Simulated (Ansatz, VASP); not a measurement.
## One calculation of BN, two programs

```
B N
1.0
     0.00000    1.54284    1.54284
     1.54284    0.00000    1.54284
     1.54284    1.54284    0.00000
B N
1 1
Direct
  0.00000 0.00000 0.00000
  0.25000 0.25000 0.25000
```

Change from the starting cell: volume scaled by 0.64, LAPW.

Alike in both runs: task single point; functional LDA; k mesh 15 × 15 × 15; occupations fermi-dirac, width 0.1 eV; no spin polarisation.

|  | VASP | Ansatz |
| --- | --- | --- |
| version | VASP 6.6.1 | Ansatz 0.2.0 |
| potentials or method | VASP PAW LDA potentials, release 64 (B, N), cutoff 600 eV | all-electron LAPW, scalar-relativistic |

Ansatz gave:

- gap on the k mesh at the Fermi level (eV): 4.93
- pressure (GPa): 397.0

Task: Which values does VASP return?

Result: gap on the k mesh at the Fermi level (eV): 4.89; pressure (GPa): 399.0.

LDA's correlation is that of Perdew and Zunger in VASP and of Perdew and Wang (1992) in Ansatz. Both programs put the cell under a high pressure, so it lies far from rest at this level. Ansatz ran all-electron here, and VASP with PAW potentials.

Noted on VASP's run: the cell as given lies far from equilibrium.
